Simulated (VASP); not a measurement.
# AlN (P6_3mc) in VASP: further runs

AlN is run at these levels: PBE; tasks: single point.

All numbers are computed with VASP 6.6.1; they aren't measurements. Logs are shortened: lines on timing, memory, paths and dates and some standing lists are left out, and cuts for length are marked.

**What was measured.**

“Self-assembly of well-separated AlN nanowires directly on sputtered metallic TiN films”, 2019, arxiv:1910.07391 quotes, for a bulk crystal of AlN at 10 K: band gap 6.034 eV (an exciton energy, a little under the gap).

How close the calculation comes is told below.

**1. The cell of the first run**

Symmetry: P6_3mc, No. 186, hexagonal system. Conventional cell: a = 3.130 Å, b = 3.130 Å, c = 5.018 Å, α = 90.00°, β = 90.00°, γ = 120.00°. Al (site symmetry 3m) has 4 N at 1.90 to 1.91 Å within 2.5 Å. N (site symmetry 3m) has 4 Al at 1.90 to 1.91 Å within 2.5 Å.

**2. Single point, PBE**

The input, INCAR:

```
SYSTEM = AlN
PREC = Accurate
ENCUT = 520
EDIFF = 1E-6
ISMEAR = 0
SIGMA = 0.05
LREAL = .False.
LASPH = .True.
NELM = 60
ALGO = Normal
ISIF = 2
LWAVE = .False.
LCHARG = .False.
GGA = PE
NBANDS = 16
```

The input, KPOINTS:

```
regular mesh
0
Gamma
  12 12 4
  0 0 0
```

The input, POSCAR:

```
AlN
1.0
    3.1302395626      0.0000000000      0.0000000000
   -1.5651197813      2.7108669811      0.0000000000
    0.0000000000      0.0000000000      5.0179796547
Al N
2 2
Direct
    0.3333333333      0.6666666667      0.0017287175
    0.6666666667      0.3333333333      0.5017287175
    0.3333333333      0.6666666667      0.3832712825
    0.6666666667      0.3333333333      0.8832712825
```

Potentials or basis: VASP PAW PBE potentials, release 64 (Al, N).

The run is started by

```
$ cat potpaw_PBE.64/Al/POTCAR potpaw_PBE.64/N/POTCAR > POTCAR
$ mpirun -np 1 vasp_std > vasp.out
```

OUTCAR:

```text
SYSTEM = AlN
   PREC = Accurate
   ENCUT = 520
   EDIFF = 1E-6
   ISMEAR = 0
   LREAL = .False.
   LASPH = .True.
   NELM = 60
   ISIF = 2
   GGA = PE

 ion  position               nearest neighbor table
   1  0.333  0.667  0.002-   4 1.90   4 1.90   4 1.90   3 1.91   2 3.09   2 3.09   2 3.09   2 3.09
                             2 3.09   2 3.09
   2  0.667  0.333  0.502-   3 1.90   3 1.90   3 1.90   4 1.91   1 3.09   1 3.09   1 3.09   1 3.09
                             1 3.09   1 3.09
   3  0.333  0.667  0.383-   2 1.90   2 1.90   2 1.90   1 1.91
   4  0.667  0.333  0.883-   1 1.90   1 1.90   1 1.90   2 1.91

  LATTYP: Found a hexagonal cell.
 ALAT       =     3.1302395626
 C/A-ratio  =     1.6030656933

  Lattice vectors:

 A1 = (   3.1302395626,   0.0000000000,   0.0000000000)
 A2 = (  -1.5651197813,   2.7108669811,   0.0000000000)
 A3 = (   0.0000000000,   0.0000000000,   5.0179796547)

Analysis of symmetry for initial positions (statically):
=====================================================================
 Subroutine PRICEL returns:
 Original cell was already a primitive cell.

 Routine SETGRP: Setting up the symmetry group for a
 hexagonal supercell.

 Subroutine GETGRP returns: Found 12 space group operations
 (whereof  6 operations were pure point group operations)
 out of a pool of 24 trial point group operations.

The static configuration has the point symmetry C_3v.
 The point group associated with its full space group is C_6v.

Analysis of symmetry for dynamics (positions and initial velocities):
=====================================================================
 Subroutine PRICEL returns:
 Original cell was already a primitive cell.

 Routine SETGRP: Setting up the symmetry group for a
 hexagonal supercell.

 Subroutine GETGRP returns: Found 12 space group operations
 (whereof  6 operations were pure point group operations)
 out of a pool of 24 trial point group operations.

The dynamic configuration has the point symmetry C_3v.
 The point group associated with its full space group is C_6v.

 Subroutine INISYM returns: Found 12 space group operations
 (whereof  6 operations are pure point group operations),
 and found     1 'primitive' translations

----------------------------------------------------------------------------------------

                                     Primitive cell

  volume of cell :      42.5809

  direct lattice vectors                    reciprocal lattice vectors
     3.130239563  0.000000000  0.000000000     0.319464367  0.184442838  0.000000000
    -1.565119781  2.710866981  0.000000000     0.000000000  0.368885676  0.000000000
     0.000000000  0.000000000  5.017979655     0.000000000  0.000000000  0.199283391

  length of vectors
     3.130239563  3.130239563  5.017979655     0.368885676  0.368885676  0.199283391

  position of ions in fractional coordinates (direct lattice)
     0.333333333  0.666666667  0.001728718
     0.666666667  0.333333333  0.501728718
     0.333333333  0.666666667  0.383271282
     0.666666667  0.333333333  0.883271282

  ion indices of the primitive-cell ions
   primitive index   ion index
                 1           1
                 2           2
                 3           3
                 4           4

----------------------------------------------------------------------------------------

 KPOINTS: regular mesh

Automatic generation of k-mesh.
 Grid dimensions read from file:
 generate k-points for:   12   12    4

 Generating k-lattice:

  Cartesian coordinates                     Fractional coordinates (reciprocal lattice)
     0.026622031  0.015370237  0.000000000     0.083333333  0.000000000  0.000000000
     0.000000000  0.030740473  0.000000000     0.000000000  0.083333333  0.000000000
     0.000000000  0.000000000  0.049820848     0.000000000  0.000000000  0.250000000

  Length of vectors
     0.030740473  0.030740473  0.049820848

  Shift w.r.t. Gamma in fractional coordinates (k-lattice)
     0.000000000  0.000000000  0.000000000

 Subroutine IBZKPT returns following result:
 ===========================================

 Found     57 irreducible k-points:

 Following reciprocal coordinates:
            Coordinates               Weight
  0.000000  0.000000  0.000000      1.000000
  0.083333  0.000000  0.000000      6.000000
  0.166667  0.000000  0.000000      6.000000
  0.250000  0.000000  0.000000      6.000000
  0.333333  0.000000  0.000000      6.000000
  0.416667  0.000000  0.000000      6.000000
[... 16 lines left out ...]
  0.250000  0.000000  0.250000     12.000000
  0.333333  0.000000  0.250000     12.000000
 [... further k-points ...]
   k-points           NKPTS =     57   k-points in BZ     NKDIM =     57   number of bands    NBANDS=     16
   number of dos      NEDOS =    301   number of ions     NIONS =      4
   total plane-waves  NPLWV =  23040
   dimension x,y,z NGX =    24 NGY =   24 NGZ =   40
   dimension x,y,z NGXF=    48 NGYF=   48 NGZF=   80
   ions per type =               2   2
   NGX,Y,Z   is equivalent  to a cutoff of  12.75, 12.75, 13.25 a.u.
   NGXF,Y,Z  is equivalent  to a cutoff of  25.49, 25.49, 26.50 a.u.
 SYSTEM =  AlN
   PREC   = accura    normal or accurate (medium, high low for compatibility)
   ISTART =      0    job   : 0-new  1-cont  2-samecut
   ICHARG =      2    charge: 1-file 2-atom 10-const
   ISPIN  =      1    spin polarized calculation?
   LNONCOLLINEAR =      F non collinear calculations
   LSORBIT =      F    spin-orbit coupling
   LASPH  =      T    aspherical Exc in radial PAW
   ENCUT  =  520.0 eV  38.22 Ry    6.18 a.u.   5.82  5.82  9.33*2*pi/ulx,y,z
   NELM   =     60;   NELMIN=  2; NELMDL= -5     # of ELM steps
   EDIFF  = 0.1E-05   stopping-criterion for ELM
   LREAL  =      F    real-space projection
   EDIFFG = 0.1E-04   stopping-criterion for IOM
   NSW    =      0    number of steps for IOM
   IBRION =     -1    ionic relax: 0-MD 1-quasi-New 2-CG
   NFREE  =      0    steps in history (QN), initial steepest desc. (CG)
   ISIF   =      2    stress and relaxation
   ISYM   =      2    0-nonsym 1-usesym 2-fastsym
   POTIM  = 0.5000    time-step for ionic-motion
   TEBEG  =    0.0;   TEEND  =   0.0 temperature during run
   PSTRESS=    0.0 pullay stress
   NELECT =      16.0000    total number of electrons
   NUPDOWN=      -1.0000    fix difference up-down
   EMIN   =  10.00;   EMAX   =-10.00  energy-range for DOS
   EFERMI =   0.00;   METHOD = LEGACY
   ISMEAR =     0;   SIGMA  =   0.05  broadening in eV -4-tet -1-fermi 0-gaus
   EFERMI_NEDOS =   21; number of points for ismear=-14 and -15
   IALGO  =     38    algorithm
   IMIX   =      4    mixing-type and parameters
     AMIX     =   0.40;   BMIX     =  1.00
     AMIX_MAG =   1.60;   BMIX_MAG =  1.00
  volume/ion in A,a.u.               =      10.65        71.84
  Fermi-wavevector in a.u.,A,eV,Ry     =   1.181345  2.232418 18.987951  1.395575
  Thomas-Fermi vector in A             =   2.317620
   LORBIT       =      0    0 simple, 1 ext, 2 COOP (PROOUT), +10 PAW based schemes
   GGA     = PE    functional components
   LHFCALC =     F    Hartree Fock is set to
   AEXX    =    0.0000 exact exchange contribution
   IVDW    =     0    specifies the selected vdW correction
   LEPSILON=     F    determine dielectric tensor
   LRPA    =     F    only Hartree local field effects (RPA)
 non-spin polarized calculation
 Gauss-broadening in eV      SIGMA  =   0.05
  energy-cutoff  :      520.00
  volume of cell :       42.58
 maximum number of plane-waves:      1170
 NGX is ok and might be reduce to    24

 number of electron      15.9999998 magnetization

 Free energy of the ion-electron system (eV)
  ---------------------------------------------------
  ext. energy  EPLUGINS =         0.00000000
  ---------------------------------------------------
  free energy    TOTEN  =       -29.78051954 eV

  energy without entropy =      -29.78051954  energy(sigma->0) =      -29.78051954

 E-fermi :   6.2510     XC(G=0): -10.8269

 val. band max:        5.9642294473   @ k =   0.0000   0.0000   0.0000
 cond. band min:      10.0074073391   @ k =   0.0000   0.0000   0.0000
 fundamental gap:      4.0431778918
 Fermi energy:         6.2510192237

 k-point     1 :       0.0000    0.0000    0.0000
  band No.  band energies     occupation
      1      -9.1033      2.00000
      2      -7.0205      2.00000
      3       0.0589      2.00000
      4       5.1188      2.00000
      5       5.1188      2.00000
      6       5.7614      2.00000
[... 8 lines left out ...]
     15      18.9294      0.00000
     16      18.9294      0.00000

 k-point     2 :       0.0833    0.0000    0.0000
  band No.  band energies     occupation
      1      -9.0166      2.00000
      2      -6.9715      2.00000
      3       0.1627      2.00000
      4       4.7103      2.00000
      5       5.0041      2.00000
      6       5.3461      2.00000
[... 8 lines left out ...]
     15      18.9476      0.00000
     16      19.0072      0.00000

 k-point     3 :       0.1667    0.0000    0.0000
  band No.  band energies     occupation
      1      -8.7643      2.00000
      2      -6.8374      2.00000
      3       0.4688      2.00000
      4       3.7154      2.00000
      5       4.4745      2.00000
      6       4.7339      2.00000
[... 8 lines left out ...]
     15      18.1895      0.00000
     16      18.6481      0.00000

 k-point     4 :       0.2500    0.0000    0.0000
  band No.  band energies     occupation
      1      -8.3719      2.00000
      2      -6.6601      2.00000
      3       0.9584      2.00000
      4       2.5577      2.00000
      5       3.5215      2.00000
      6       4.4230      2.00000
[... 8 lines left out ...]
     15      17.8726      0.00000
     16      19.1086      0.00000
[... 324 lines left out ...]
 k-point    22 :       0.1667    0.0000    0.2500
  band No.  band energies     occupation
      1      -8.5446      2.00000
      2      -7.2104      2.00000
      3       1.0948      2.00000
      4       3.7209      2.00000
      5       4.1233      2.00000
      6       4.8579      2.00000
[... 8 lines left out ...]
     15      18.2425      0.00000
     16      18.6626      0.00000

 k-point    23 :       0.2500    0.0000    0.2500
  band No.  band energies     occupation
      1      -8.1685      2.00000
      2      -6.9751      2.00000
      3       1.2600      2.00000
      4       2.7417      2.00000
      5       3.3442      2.00000
      6       4.5671      2.00000
[... 8 lines left out ...]
     15      18.1556      0.00000
     16      19.1496      0.00000

 k-point    24 :       0.3333    0.0000    0.2500
  band No.  band energies     occupation
      1      -7.7154      2.00000
      2      -6.7446      2.00000
      3       1.0359      2.00000
      4       1.9563      2.00000
      5       3.0079      2.00000
      6       4.3105      2.00000
[... 8 lines left out ...]
     15      18.1251      0.00000
     16      19.9292      0.00000

 [... further k-points ...]

------------------------ aborting loop because EDIFF is reached ----------------------------------------

  FORCE on cell =-STRESS in cart. coord.  units (eV):
  Direction    XX          YY          ZZ          XY          YZ          ZX
  --------------------------------------------------------------------------------------
  -------------------------------------------------------------------------------------
  Total       -0.0730322     -0.0730322     -0.0568393      0.0000000      0.0000000     -0.0000000
  in kB       -2.7479590     -2.7479590     -2.1386747      0.0000000      0.0000000     -0.0000000
  external PRESSURE =      -2.5448642 kB  Pullay stress =       0.0000000 kB

 VOLUME and BASIS-vectors are now :
 -----------------------------------------------------------------------------
  energy-cutoff  :      520.00
  volume of cell :       42.58
      direct lattice vectors                 reciprocal lattice vectors
     3.130239563  0.000000000  0.000000000     0.319464367  0.184442838  0.000000000
    -1.565119781  2.710866981  0.000000000     0.000000000  0.368885676  0.000000000
     0.000000000  0.000000000  5.017979655     0.000000000  0.000000000  0.199283391

 POSITION                                       TOTAL-FORCE (eV/Angst)
 -----------------------------------------------------------------------------------
     -0.00000      1.80724      0.00867        -0.000000     -0.000000      0.000741
      1.56512      0.90362      2.51766        -0.000000      0.000000      0.000741
     -0.00000      1.80724      1.92325         0.000000      0.000000     -0.000741
      1.56512      0.90362      4.43224         0.000000      0.000000     -0.000741
 -----------------------------------------------------------------------------------
    total drift:                               -0.000000      0.000000      0.000632

  FREE ENERGIE OF THE ION-ELECTRON SYSTEM (eV)
  ---------------------------------------------------
  free  energy   TOTEN  =       -29.7805195417 eV

  energy  without entropy=      -29.7805195417  energy(sigma->0) =      -29.78051954
```

It took 21 s on 1 thread of Intel Xeon Platinum 8375C at 2.90GHz (Ice Lake), shared host; peak memory 0.17 GiB.

What came out:

- Free energy: -29.7805 eV
- Pressure: -0.3 GPa
- Band gap on the k mesh: 4.04 eV, direct

**3. Single point, PBE**

This run uses another cell than the first one: it holds 8 atoms, not 4.

The input, INCAR:

```
PREC = Accurate
ENCUT = 520
EDIFF = 1E-6
ISMEAR = 0
SIGMA = 0.05
LREAL = F
LASPH = T
NELM = 60
ALGO = Normal
ISIF = 2
LWAVE = F
LCHARG = F
GGA = PE
NBANDS = 26
```

The input, KPOINTS:

```
regular mesh
0
Gamma
  12 12 2
```

The input, POSCAR:

```
AlN
1.0
    3.1302395626      0.0000000000      0.0000000000
   -1.5651197813      2.7108669811      0.0000000000
    0.0000000000      0.0000000000     10.0359593093
Al N
4 4
Direct
    0.3333333333      0.6666666667      0.0008643587
    0.3333333333      0.6666666667      0.5008643587
    0.6666666667      0.3333333333      0.2508643587
    0.6666666667      0.3333333333      0.7508643587
    0.3333333333      0.6666666667      0.1916356413
    0.3333333333      0.6666666667      0.6916356413
    0.6666666667      0.3333333333      0.4416356413
    0.6666666667      0.3333333333      0.9416356413
```

Potentials or basis: VASP PAW PBE potentials, release 64 (Al, N).

The run is started by

```
$ cat potpaw_PBE.64/Al/POTCAR potpaw_PBE.64/N/POTCAR > POTCAR
$ mpirun -np 1 vasp_std > vasp.out
```

It took 60 s on 1 thread of Intel Xeon Platinum 8375C at 2.90GHz (Ice Lake), shared host; peak memory 0.22 GiB.

It converged, with:

```yaml
Free_energy: -59.5610 eV
Pressure: -0.3 GPa
Band_gap_on_the_k_mesh: 4.04 eV
```

Levels at points of the mesh, in eV from the valence-band top:
```csv
k point,band 12,band 13,band 14,band 15,band 16,band 17,band 18,band 19,band 20,band 21
"(0.00, 0.00, 0.00)",-0.53,-0.53,-0.20,-0.20,0.00,4.04,6.31,6.31,6.51,10.16
"(0.50, 0.00, 0.00)",-1.44,-1.44,-1.35,-1.35,-0.68,5.24,5.24,5.76,5.76,8.02
"(0.00, 0.00, 0.50)",-0.76,-0.30,-0.30,-0.30,-0.30,5.01,5.01,6.62,6.62,10.12
"(0.50, 0.00, 0.50)",-1.89,-1.18,-1.18,-0.93,-0.93,5.01,5.01,5.84,5.84,9.20
```

A k mesh can miss the band edges.

**4. Single point, PBE**

This run uses another cell than the first one: it holds 8 atoms, not 4.

The input, INCAR:

```
PREC = Accurate ; ENCUT = 520
EDIFF = 1E-6 ; ISMEAR = 0
SIGMA = 0.05 ; LREAL = F
LASPH = T ; NELM = 80
ALGO = Normal ; ISIF = 2
LWAVE = F ; LCHARG = T
GGA = PE ; LELF = T
LVHAR = T ; NBANDS = 26
```

The input, KPOINTS:

```
Automatic mesh
0
Gamma
  8 4 4
```

The input, POSCAR:

```
AlN
1.0
   -3.1302395626      0.0000000000      0.0000000000
    0.0000000000      0.0000000000     -5.0179796547
    0.0000000000     -5.4217339622      0.0000000000
Al N
4 4
Direct
    0.5000000000      0.9982712825      0.1666666667
    0.0000000000      0.9982712825      0.6666666667
    0.0000000000      0.4982712825      0.3333333333
    0.5000000000      0.4982712825      0.8333333333
    0.5000000000      0.6167287175      0.1666666667
    0.0000000000      0.6167287175      0.6666666667
    0.0000000000      0.1167287175      0.3333333333
    0.5000000000      0.1167287175      0.8333333333
```

Potentials or basis: VASP PAW PBE potentials, release 64 (Al, N).

The run is started by

```
$ cat potpaw_PBE.64/Al/POTCAR potpaw_PBE.64/N/POTCAR > POTCAR
$ mpirun -np 1 vasp_std > vasp.out
```

OUTCAR:

```text
PREC = Accurate
   ENCUT = 520
   EDIFF = 1E-6
   ISMEAR = 0
   LREAL = F
   LASPH = T
   NELM = 80
   ISIF = 2
   GGA = PE

 ion  position               nearest neighbor table
   1  0.500  0.998  0.167-   7 1.90   7 1.90   8 1.90   5 1.91   3 3.09   3 3.09   3 3.09   3 3.09
                             4 3.09   4 3.09   2 3.13   2 3.13   2 3.13   2 3.13
   2  0.000  0.998  0.667-   8 1.90   8 1.90   7 1.90   6 1.91   4 3.09   4 3.09   4 3.09   4 3.09
                             3 3.09   3 3.09   1 3.13   1 3.13   1 3.13   1 3.13
   3  0.000  0.498  0.333-   5 1.90   5 1.90   6 1.90   7 1.91   1 3.09   1 3.09   1 3.09   1 3.09
                             2 3.09   2 3.09   4 3.13   4 3.13   4 3.13   4 3.13
   4  0.500  0.498  0.833-   6 1.90   6 1.90   5 1.90   8 1.91   2 3.09   2 3.09   2 3.09   2 3.09
[... 933 lines left out ...]
  external PRESSURE =      -2.6566974 kB  Pullay stress =       0.0000000 kB

 VOLUME and BASIS-vectors are now :
 -----------------------------------------------------------------------------
  energy-cutoff  :      520.00
  volume of cell :       85.16
      direct lattice vectors                 reciprocal lattice vectors
    -3.130239563  0.000000000  0.000000000    -0.319464367  0.000000000  0.000000000
     0.000000000  0.000000000 -5.017979655     0.000000000  0.000000000 -0.199283391
     0.000000000 -5.421733962  0.000000000     0.000000000 -0.184442838  0.000000000

 POSITION                                       TOTAL-FORCE (eV/Angst)
 -----------------------------------------------------------------------------------
     -1.56512     -0.90362     -5.00930        -0.000000      0.000009      0.000681
      0.00000     -3.61449     -5.00930         0.000000      0.000009      0.000681
      0.00000     -1.80724     -2.50032         0.000000     -0.000009      0.000681
     -1.56512     -4.51811     -2.50032        -0.000000     -0.000009      0.000681
     -1.56512     -0.90362     -3.09473         0.000000      0.000098     -0.000681
      0.00000     -3.61449     -3.09473         0.000000      0.000098     -0.000681
      0.00000     -1.80724     -0.58574         0.000000     -0.000098     -0.000681
     -1.56512     -4.51811     -0.58574         0.000000     -0.000098     -0.000681
 -----------------------------------------------------------------------------------
    total drift:                               -0.000000      0.000001      0.001331

  FREE ENERGIE OF THE ION-ELECTRON SYSTEM (eV)
  ---------------------------------------------------
  free  energy   TOTEN  =       -59.5609363292 eV

  energy  without entropy=      -59.5609363292  energy(sigma->0) =      -59.56093633
```

stdout:

```text
POSCAR found type information on POSCAR AlN
 POSCAR found :  2 types and       8 ions
 scaLAPACK will be used
 LDA part: xc-table for (Slater+PW92), standard interpolation
 POSCAR, INCAR and KPOINTS ok, starting setup
 FFT: planning ... GRIDC
 FFT: planning ... GRID_SOFT
 FFT: planning ... GRID
 WAVECAR not read
 entering main loop
```

It took 63 s on 1 thread of Intel Xeon Platinum 8375C at 2.90GHz (Ice Lake), shared host; peak memory 0.22 GiB.

What came out:

| Item | Value |
| --- | --- |
| Free energy | -59.5609 eV |
| Pressure | -0.3 GPa |
| Band gap on the k mesh | 4.04 eV |

(Continued in part 2 of 2.)
